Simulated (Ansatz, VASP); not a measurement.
**Two plane-wave programs on NbN**

File INCAR:

```
ALGO     = Normal         # electronic algorithm
EDIFF    = 1E-8           # SCF threshold, eV
ENCUT    = 520            # plane-wave cutoff, eV
GGA      = PS             # functional
GGA_COMPAT= False        
ISIF     = 2              # what is computed and relaxed
ISMEAR   = -1             # smearing method
LASPH    = True           # aspherical terms in the spheres
LCHARG   = False          # write CHGCAR
LEFG     = True         
LREAL    = False          # projectors in reciprocal space
LWAVE    = False          # write WAVECAR
NBANDS   = 16             # bands
NELM     = 120            # most SCF steps
PREC     = Accurate       # precision mode
SIGMA    = 0.08           # smearing width, eV
```

KPOINTS

```
k-points
0
Gamma
  14 14 14
```

POSCAR

```
NbN
1.0
    0.0000000000      2.1871604803      2.1871604803
    2.1871604803      0.0000000000      2.1871604803
    2.1871604803      2.1871604803      0.0000000000
Nb N
1 1
Direct
    0.5000000000      0.5000000000      0.5000000000
    0.0000000000      0.0000000000      0.0000000000
```

Input for Ansatz:

```yaml
crystal:
  lattice:
    - [0.0, 2.1871604803, 2.1871604803]
    - [2.1871604803, 0.0, 2.1871604803]
    - [2.1871604803, 2.1871604803, 0.0]
  atoms:
    - { symbol: Nb, position: [0.5, 0.5, 0.5] }
    - { symbol: "N", position: [0.0, 0.0, 0.0] }
kpoints:
  mp_grid: { grid: [14, 14, 14] }
scf:
  occupations: { method: fermi_dirac, width: 0.08 }
hamiltonian:
  xc: pbesol
  pseudopotentials: { kind: paw }
output:
  forces: true
  stress: true
  eigenvalues: true
  efg: { contact_densities: true }
```

Change from the starting cell: volume scaled by 0.99, PAW files.

Alike in both runs: task electric field gradients; functional PBEsol; k mesh 14 × 14 × 14; occupations fermi-dirac, width 0.08 eV; no spin polarisation.

|  | VASP | Ansatz |
| --- | --- | --- |
| version | VASP 6.6.1 | Ansatz 0.2.0 |
| potentials or method | VASP PAW PBE potentials, release 64 (Nb_sv, N) | PAW with Ansatz's default frozen-core files, scalar-relativistic |
| plane-wave cutoff (eV) | 520 | 420 |
| valence electrons in the cell | 18 | 18 |

Ansatz gave:

| Property | Result |
| --- | --- |
| pressure (GPa) | 1.5 |

Q: Which values does VASP return?

A: Pressure (GPa): 1.0.

VASP's potentials were made for PBE, not for PBEsol. The functional is the same, so the differences come from potentials, cutoffs and numerics.
